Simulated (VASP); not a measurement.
A run of VASP 6.6.1 is set up as follows.

File INCAR:

```
SYSTEM = B2O
ALGO = Normal
EDIFF = 1E-6
ENCUT = 520
GGA = PE
ISIF = 2
ISMEAR = -1
LASPH = .True.
LCHARG = .True.
LELF = .True.
LREAL = .False.
LVHAR = .True.
LWAVE = .False.
NBANDS = 21
NELM = 80
PREC = Accurate
SIGMA = 0.05
```

The input KPOINTS:

```
k-points
0
Gamma
  11 11 4
  0 0 0
```

File POSCAR:

```
B2O
1.0
    2.9354653158      0.0000000000      0.0000000000
   -1.4677326579      2.5421875354      0.0000000000
    0.0000000000      0.0000000000      7.1903096237
O B
2 4
Direct
    0.3333333333      0.6666666667      0.6940000000
    0.6666666667      0.3333333333      0.3060000000
    0.3333333333      0.6666666667      0.9770000000
    0.6666666667      0.3333333333      0.0230000000
    0.0000000000      0.0000000000      0.6200000000
    0.0000000000      0.0000000000      0.3800000000
```

Potentials or basis: VASP PAW PBE potentials, release 64 (O, B).

Launch:

```console
$ cat potpaw_PBE.64/O/POTCAR potpaw_PBE.64/B/POTCAR > POTCAR
$ mpirun -np 1 vasp_std > vasp.out
```

Predict the band gap on the k mesh.

zero (band 12 reaches 5.99 eV, above the bottom of band 13 at 4.96 eV).

Predict the largest force.

0.426 eV/Å.

Predict the pressure.

-25.2 GPa.

Forces on the atoms (eV/Å):
```
O    0.000  0.000 -0.029
O    0.000  0.000  0.029
B    0.000  0.000  0.426
B    0.000  0.000 -0.426
B    0.000  0.000 -0.285
B    0.000  0.000  0.285
```
